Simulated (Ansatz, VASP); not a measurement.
**Ge in VASP and in Ansatz**

The input INCAR:

```
SYSTEM = Ge
  PREC = Accurate
  ENCUT = 500
  EDIFF = 1E-6
  ISMEAR = 0
  SIGMA = 0.1
  LREAL = .FALSE.
  LASPH = .TRUE.
  NELM = 120
  ALGO = Normal
  ISIF = 2
  LWAVE = .FALSE.
  LCHARG = .FALSE.
  GGA = PE
  IVDW = 12
  NBANDS = 13
  GGA_COMPAT = .FALSE.
```

Contents of KPOINTS:

```
Automatic mesh
0
G
  8 8 8
  0 0 0
```

POSCAR

```
Ge
1.0
    0.0000000000      2.0983605250      2.0983605250
    2.0983605250      0.0000000000      2.0983605250
    2.0983605250      2.0983605250      0.0000000000
Ge
1
Direct
    0.0000000000      0.0000000000      0.0000000000
```

Input for Ansatz:

```yaml
crystal:
  lattice:
    - [0.0, 2.098360525, 2.098360525]
    - [2.098360525, 0.0, 2.098360525]
    - [2.098360525, 2.098360525, 0.0]
  atoms:
    - { symbol: Ge, position: [0.0, 0.0, 0.0] }
basis:
  ecutwfc: 420
kpoints:
  mp_grid: { grid: [8, 8, 8] }
hamiltonian:
  xc: pbe
  dispersion: d3bj
scf:
  occupations: { method: gaussian, width: 0.1 }
output:
  forces: true
  stress: true
  eigenvalues: true
```

Alike in both runs: task single point; functional PBE; dispersion D3(BJ); k mesh 8 × 8 × 8; occupations gaussian, width 0.1 eV; no spin polarisation.

|  | VASP | Ansatz |
| --- | --- | --- |
| version | VASP 6.6.1 | Ansatz 0.2.0 |
| potentials or method | VASP PAW PBE potentials, release 64 (Ge_d), cutoff 500 eV | scalar-relativistic, plane waves, PAW |
| valence electrons in the cell | 14 | 14 |

```csv
,VASP,Ansatz,Ansatz less VASP
gap on the k mesh at the Fermi level (eV),none,none,-
pressure (GPa),1.1,1.2,+0.14
```

A gap of «none» marks a metal or a gap that the smearing closes.
